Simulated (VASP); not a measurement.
## InAs (m): single point with PBE

The system is InAs (m).

```
In As
1.0
     0.00000    3.09323    3.09323
     3.09323    0.00000    3.09323
     3.09323    3.09323    0.00000
In As
1 1
Direct
  0.00000 0.00000 0.00000
  0.25000 0.25000 0.25000
```

```yaml
Program: VASP 6.6.1
Task: single point
Functional: PBE
Potentials_or_basis: VASP PAW PBE potentials, release 64 (In_d, As)
Cutoff: 500 eV
k_mesh: 12 × 12 × 12
Occupations: gaussian, width 0.1 eV
Spin: no spin polarisation
```

* Pressure: 0.0 GPa
* Band gap on the k mesh: zero (filled and empty bands touch)

Levels at points of the mesh, in eV from the Fermi level:
| k point | band 7 | band 8 | band 9 | band 10 | band 11 | band 12 |
| --- | --- | --- | --- | --- | --- | --- |
| (0.00, 0.00, 0.00) | -0.61 | -0.07 | -0.07 | -0.07 | 3.81 | 3.81 |
| (0.50, 0.00, 0.00) | -5.50 | -0.96 | -0.96 | 0.75 | 4.57 | 4.57 |
| (0.50, 0.50, 0.00) | -5.62 | -2.17 | -2.17 | 1.59 | 1.98 | 8.69 |

Wall time 38 s on 1 thread of Intel Xeon 6975P-C, with other jobs on the host, peak memory 0.22 GiB.

Caveat: spin-orbit coupling is left out, which moves the levels of the heavy elements.
